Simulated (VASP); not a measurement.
# Gd (P6_3/mmc) in VASP: notebook

The runs below take Gd through single point, with LDA.

Program: VASP 6.6.1. These are calculated values, not measurements. Logs are shortened: lines on timing, memory, paths and dates and some standing lists are left out, and cuts for length are marked.

## 1. The cell of the first run

The structure is hexagonal, space group P6_3/mmc (No. 194). The conventional cell has a = 3.484 Å, b = 3.484 Å, c = 5.587 Å, α = 90.00°, β = 90.00°, γ = 120.00°. Gd (site symmetry -6m2) has 12 Gd at 3.44 to 3.48 Å within 4.5 Å.

## 2. Single point, LDA, collinear spin, ferromagnetic start

The input, INCAR:

```
SYSTEM = Gd
PREC = Accurate
ENCUT = 520
EDIFF = 1E-7
ISMEAR = -1
SIGMA = 0.05
LREAL = .False.
LASPH = .True.
NELM = 150
ALGO = Normal
ISIF = 2
LWAVE = .False.
LCHARG = .True.
ISPIN = 2
MAGMOM = 7.214 7.214
LORBIT = 11
LMAXMIX = 6
GGA = CA
LELF = .True.
LVHAR = .True.
NBANDS = 29
```

The input, KPOINTS:

```
Automatic mesh
0
Gamma
  2 2 1
  0 0 0
```

The input, POSCAR:

```
Gd
1.0
    3.4841536640      0.0000000000      0.0000000000
   -1.7420768320      3.0173655837      0.0000000000
    0.0000000000      0.0000000000      5.5867162136
Gd
2
Direct
    0.3333333333      0.6666666667      0.2500000000
    0.6666666667      0.3333333333      0.7500000000
```

Potentials or basis: VASP PAW PBE potentials, release 64 (Gd).

Launch:

```bash
> cat potpaw_PBE.64/Gd/POTCAR > POTCAR
> mpirun -np 1 vasp_std > vasp.out
```

OUTCAR:

```text
SYSTEM = Gd
   PREC = Accurate
   ENCUT = 520
   EDIFF = 1E-7
   ISMEAR = -1
   LREAL = .False.
   LASPH = .True.
   NELM = 150
   ISIF = 2
   ISPIN = 2
   LORBIT = 11
   GGA = CA

 ion  position               nearest neighbor table
   1  0.333  0.667  0.250-   2 3.44   2 3.44   2 3.44   2 3.44   2 3.44   2 3.44
   2  0.667  0.333  0.750-   1 3.44   1 3.44   1 3.44   1 3.44   1 3.44   1 3.44

  LATTYP: Found a hexagonal cell.
 ALAT       =     3.4841536640
 C/A-ratio  =     1.6034643567

  Lattice vectors:

 A1 = (   3.4841536640,   0.0000000000,   0.0000000000)
 A2 = (  -1.7420768320,   3.0173655837,   0.0000000000)
 A3 = (   0.0000000000,   0.0000000000,   5.5867162136)

Analysis of symmetry for initial positions (statically):
=====================================================================
 Subroutine PRICEL returns:
 Original cell was already a primitive cell.

 Routine SETGRP: Setting up the symmetry group for a
 hexagonal supercell.

 Subroutine GETGRP returns: Found 24 space group operations
 (whereof 12 operations were pure point group operations)
 out of a pool of 24 trial point group operations.

The static configuration has the point symmetry D_3d.
 The point group associated with its full space group is D_6h.

Analysis of symmetry for dynamics (positions and initial velocities):
=====================================================================
 Subroutine PRICEL returns:
 Original cell was already a primitive cell.

 Routine SETGRP: Setting up the symmetry group for a
 hexagonal supercell.

 Subroutine GETGRP returns: Found 24 space group operations
 (whereof 12 operations were pure point group operations)
 out of a pool of 24 trial point group operations.

The dynamic configuration has the point symmetry D_3d.
 The point group associated with its full space group is D_6h.

Analysis of structural, dynamic, and magnetic symmetry:
=====================================================================
 Subroutine PRICEL returns:
 Original cell was already a primitive cell.

 Routine SETGRP: Setting up the symmetry group for a
 hexagonal supercell.

 Subroutine GETGRP returns: Found 24 space group operations
 (whereof 12 operations were pure point group operations)
 out of a pool of 24 trial point group operations.

The overall configuration has the point symmetry D_3d.
 The point group associated with its full space group is D_6h.

 Subroutine INISYM returns: Found 24 space group operations
 (whereof 12 operations are pure point group operations),
 and found     1 'primitive' translations

----------------------------------------------------------------------------------------

                                     Primitive cell

  volume of cell :      58.7330

  direct lattice vectors                    reciprocal lattice vectors
     3.484153664  0.000000000  0.000000000     0.287013748  0.165707464  0.000000000
    -1.742076832  3.017365584  0.000000000     0.000000000  0.331414929  0.000000000
     0.000000000  0.000000000  5.586716214     0.000000000  0.000000000  0.178996026

  length of vectors
     3.484153664  3.484153664  5.586716214     0.331414929  0.331414929  0.178996026

  position of ions in fractional coordinates (direct lattice)
     0.333333333  0.666666667  0.250000000
     0.666666667  0.333333333  0.750000000

  ion indices of the primitive-cell ions
   primitive index   ion index
                 1           1
                 2           2

----------------------------------------------------------------------------------------

 KPOINTS: Automatic mesh

Automatic generation of k-mesh.
 Grid dimensions read from file:
 generate k-points for:    2    2    1

 Generating k-lattice:

  Cartesian coordinates                     Fractional coordinates (reciprocal lattice)
     0.143506874  0.082853732  0.000000000     0.500000000  0.000000000  0.000000000
     0.000000000  0.165707464  0.000000000     0.000000000  0.500000000  0.000000000
     0.000000000  0.000000000  0.178996026     0.000000000  0.000000000  1.000000000

  Length of vectors
     0.165707464  0.165707464  0.178996026

  Shift w.r.t. Gamma in fractional coordinates (k-lattice)
     0.000000000  0.000000000  0.000000000

 Subroutine IBZKPT returns following result:
 ===========================================

 Found      2 irreducible k-points:

 Following reciprocal coordinates:
            Coordinates               Weight
  0.000000  0.000000  0.000000      1.000000
  0.500000  0.000000  0.000000      3.000000
   k-points           NKPTS =      2   k-points in BZ     NKDIM =      2   number of bands    NBANDS=     29
   number of dos      NEDOS =    301   number of ions     NIONS =      2
   total plane-waves  NPLWV =  32928
   dimension x,y,z NGX =    28 NGY =   28 NGZ =   42
   dimension x,y,z NGXF=    56 NGYF=   56 NGZF=   84
   ions per type =               2
   NGX,Y,Z   is equivalent  to a cutoff of  13.36, 13.36, 12.50 a.u.
   NGXF,Y,Z  is equivalent  to a cutoff of  26.72, 26.72, 25.00 a.u.
 SYSTEM =  Gd
   PREC   = accura    normal or accurate (medium, high low for compatibility)
   ISTART =      0    job   : 0-new  1-cont  2-samecut
   ICHARG =      2    charge: 1-file 2-atom 10-const
   ISPIN  =      2    spin polarized calculation?
   LNONCOLLINEAR =      F non collinear calculations
   LSORBIT =      F    spin-orbit coupling
   LASPH  =      T    aspherical Exc in radial PAW
   ENCUT  =  520.0 eV  38.22 Ry    6.18 a.u.   6.48  6.48 10.39*2*pi/ulx,y,z
   NELM   =    150;   NELMIN=  2; NELMDL= -5     # of ELM steps
   EDIFF  = 0.1E-06   stopping-criterion for ELM
   LREAL  =      F    real-space projection
   EDIFFG = 0.1E-05   stopping-criterion for IOM
   NSW    =      0    number of steps for IOM
   IBRION =     -1    ionic relax: 0-MD 1-quasi-New 2-CG
   NFREE  =      0    steps in history (QN), initial steepest desc. (CG)
   ISIF   =      2    stress and relaxation
   ISYM   =      2    0-nonsym 1-usesym 2-fastsym
   POTIM  = 0.5000    time-step for ionic-motion
   TEBEG  =    0.0;   TEEND  =   0.0 temperature during run
   PSTRESS=    0.0 pullay stress
   NELECT =      36.0000    total number of electrons
   NUPDOWN=      -1.0000    fix difference up-down
   EMIN   =  10.00;   EMAX   =-10.00  energy-range for DOS
   EFERMI =   0.00;   METHOD = LEGACY
   ISMEAR =    -1;   SIGMA  =   0.05  broadening in eV -4-tet -1-fermi 0-gaus
   EFERMI_NEDOS =   21; number of points for ismear=-14 and -15
   IALGO  =     38    algorithm
   IMIX   =      4    mixing-type and parameters
     AMIX     =   0.40;   BMIX     =  1.00
     AMIX_MAG =   1.60;   BMIX_MAG =  1.00
  volume/ion in A,a.u.               =      29.37       198.17
  Fermi-wavevector in a.u.,A,eV,Ry     =   1.390641  2.627931 26.312070  1.933883
  Thomas-Fermi vector in A             =   2.514557
   LORBIT       =     11    0 simple, 1 ext, 2 COOP (PROOUT), +10 PAW based schemes
   GGA     = CA    functional components
   LHFCALC =     F    Hartree Fock is set to
   AEXX    =    0.0000 exact exchange contribution
   IVDW    =     0    specifies the selected vdW correction
   LEPSILON=     F    determine dielectric tensor
   LRPA    =     F    only Hartree local field effects (RPA)
 spin polarized calculation
  energy-cutoff  :      520.00
  volume of cell :       58.73
 maximum number of plane-waves:      1582
 NGX is ok and might be reduce to    28
   NGX = 13   NGY = 13   NGZ = 21

 number of electron      35.9999989 magnetization      13.7219060

 Free energy of the ion-electron system (eV)
  ---------------------------------------------------
  ext. energy  EPLUGINS =         0.00000000
  ---------------------------------------------------
  free energy    TOTEN  =       -25.46335189 eV

  energy without entropy =      -25.39384637  energy(sigma->0) =      -25.42859913

 E-fermi :   3.7664     XC(G=0): -10.7847

 val. band max:        2.3037620008   @ k =   0.5000   0.0000   0.0000
 cond. band min:       3.7984884765   @ k =   0.0000   0.0000   0.0000
 fundamental gap:      1.4947264757
 Fermi energy:         3.7664355058

 spin component 1

 k-point     1 :       0.0000    0.0000    0.0000
  band No.  band energies     occupation
      1     -41.1195      1.00000
      2     -40.9999      1.00000
      3     -19.3820      1.00000
      4     -18.3304      1.00000
      5     -18.3304      1.00000
      6     -18.2871      1.00000
      7     -18.1775      1.00000
      8     -18.1775      1.00000
      9      -1.6566      1.00000
     10      -0.7194      1.00000
     11      -0.7029      1.00000
     12      -0.6894      1.00000
     13      -0.6537      1.00000
     14      -0.6537      1.00000
     15      -0.6385      1.00000
     16      -0.6385      1.00000
     17      -0.6193      1.00000
     18      -0.6193      1.00000
     19      -0.5824      1.00000
     20      -0.5541      1.00000
     21      -0.5541      1.00000
     22      -0.5056      1.00000
     23      -0.4985      1.00000
     24       0.9491      1.00000
     25       4.9651      0.00000
     26       4.9651      0.00000
     27       5.0060      0.00000
     28       5.0859      0.00000
     29       5.7045      0.00000

 k-point     2 :       0.5000    0.0000    0.0000
  band No.  band energies     occupation
      1     -41.0122      1.00000
      2     -40.9730      1.00000
      3     -19.1064      1.00000
      4     -18.9207      1.00000
      5     -18.9119      1.00000
      6     -18.5624      1.00000
      7     -18.5592      1.00000
      8     -18.2993      1.00000
      9      -0.7459      1.00000
     10      -0.7112      1.00000
     11      -0.6694      1.00000
     12      -0.6662      1.00000
     13      -0.6598      1.00000
     14      -0.6369      1.00000
     15      -0.6132      1.00000
     16      -0.5911      1.00000
     17      -0.5652      1.00000
     18      -0.5535      1.00000
     19      -0.5465      1.00000
     20      -0.5402      1.00000
     21      -0.5374      1.00000
     22      -0.5175      1.00000
     23       1.4178      1.00000
     24       1.5204      1.00000
     25       1.8941      1.00000
     26       3.8541      0.14775
     27       4.5353      0.00000
     28       4.7739      0.00000
     29       5.4901      0.00000
 Fermi energy:         3.7664355058

 spin component 2

 k-point     1 :       0.0000    0.0000    0.0000
  band No.  band energies     occupation
      1     -38.3483      1.00000
      2     -38.1995      1.00000
      3     -17.4995      1.00000
      4     -16.2539      1.00000
      5     -16.2539      1.00000
      6     -16.1746      1.00000
      7     -16.0732      1.00000
      8     -16.0732      1.00000
      9      -1.2469      1.00000
     10       1.3829      1.00000
     11       3.7985      0.34501
     12       3.8361      0.19883
     13       3.9395      0.03043
     14       4.0166      0.00668
     15       4.0166      0.00668
     16       4.0208      0.00614
     17       4.0746      0.00210
     18       4.0746      0.00210
     19       4.0842      0.00174
     20       4.0842      0.00174
     21       4.2049      0.00016
     22       4.2049      0.00016
     23       4.3659      0.00001
     24       4.3780      0.00000
     25       5.7258      0.00000
     26       5.7258      0.00000
     27       5.8094      0.00000
     28       5.8513      0.00000
     29       6.5243      0.00000

 k-point     2 :       0.5000    0.0000    0.0000
  band No.  band energies     occupation
      1     -38.2143      1.00000
      2     -38.1656      1.00000
      3     -17.2062      1.00000
      4     -16.9765      1.00000
      5     -16.9288      1.00000
      6     -16.5357      1.00000
      7     -16.5039      1.00000
      8     -16.2181      1.00000
      9       1.8867      1.00000
     10       1.9578      1.00000
     11       2.3038      1.00000
     12       3.8330      0.20902
     13       3.8833      0.08804
     14       4.0009      0.00911
     15       4.0506      0.00339
     16       4.0527      0.00325
     17       4.0784      0.00195
     18       4.0857      0.00168
     19       4.1013      0.00123
     20       4.1740      0.00029
     21       4.1976      0.00018
     22       4.2398      0.00008
     23       4.2597      0.00005
     24       4.2631      0.00005
     25       4.3357      0.00001
     26       4.7567      0.00000
     27       5.2320      0.00000
     28       5.6311      0.00000
     29       6.2497      0.00000

------------------------ aborting loop because EDIFF is reached ----------------------------------------

  FORCE on cell =-STRESS in cart. coord.  units (eV):
  Direction    XX          YY          ZZ          XY          YZ          ZX
  --------------------------------------------------------------------------------------
  -------------------------------------------------------------------------------------
  Total       -5.5017760     -5.5017760     -2.9216914     -0.0000000      0.0000000     -0.0000000
  in kB     -150.0830483   -150.0830483    -79.7008731     -0.0000000      0.0000000     -0.0000000
  external PRESSURE =    -126.6223232 kB  Pullay stress =       0.0000000 kB

 VOLUME and BASIS-vectors are now :
 -----------------------------------------------------------------------------
  energy-cutoff  :      520.00
  volume of cell :       58.73
      direct lattice vectors                 reciprocal lattice vectors
     3.484153664  0.000000000  0.000000000     0.287013748  0.165707464  0.000000000
    -1.742076832  3.017365584  0.000000000     0.000000000  0.331414929  0.000000000
     0.000000000  0.000000000  5.586716214     0.000000000  0.000000000  0.178996026

 POSITION                                       TOTAL-FORCE (eV/Angst)
 -----------------------------------------------------------------------------------
     -0.00000      2.01158      1.39668        -0.000000      0.000000      0.000000
      1.74208      1.00579      4.19004         0.000000      0.000000      0.000000
 -----------------------------------------------------------------------------------
    total drift:                                0.000000     -0.000000      0.000000

  FREE ENERGIE OF THE ION-ELECTRON SYSTEM (eV)
  ---------------------------------------------------
  free  energy   TOTEN  =       -25.4633518878 eV

  energy  without entropy=      -25.3938463740  energy(sigma->0) =      -25.42859913

 total charge

# of ion       s       p       d       f       tot
--------------------------------------------------
    1        2.069   5.473   0.666   7.078  15.286
    2        2.069   5.473   0.666   7.078  15.286
--------------------------------------------------
tot          4.137  10.946   1.332  14.156  30.572

 magnetization (x)

# of ion       s       p       d       f       tot
--------------------------------------------------
    1        0.001  -0.048   0.034   6.696   6.683
    2        0.001  -0.048   0.034   6.696   6.683
--------------------------------------------------
tot          0.003  -0.096   0.068  13.391  13.366
```

Run time: 16 s. Hardware: 1 thread of Intel Xeon 6975P-C (Granite Rapids), shared host; peak memory 0.17 GiB.

Results:

* Free energy: -25.4634 eV
* Pressure: -12.7 GPa
* Net moment: 13.72 μB per cell
* Site moments: Gd +6.68 μB
* Valence electrons inside the program's atomic spheres: Gd 15.29

Caveat: the k points lie up to 1.12 Å⁻¹ apart, too coarse for converged energies, forces and pressures; the PAW data sets were made with another functional, which shifts forces and pressure a little; spin-orbit coupling is left out, which moves the levels of the heavy elements; semilocal functionals describe open f shells poorly, which spoils levels, moments and volumes.

(Part 1 of 2 ends here.)
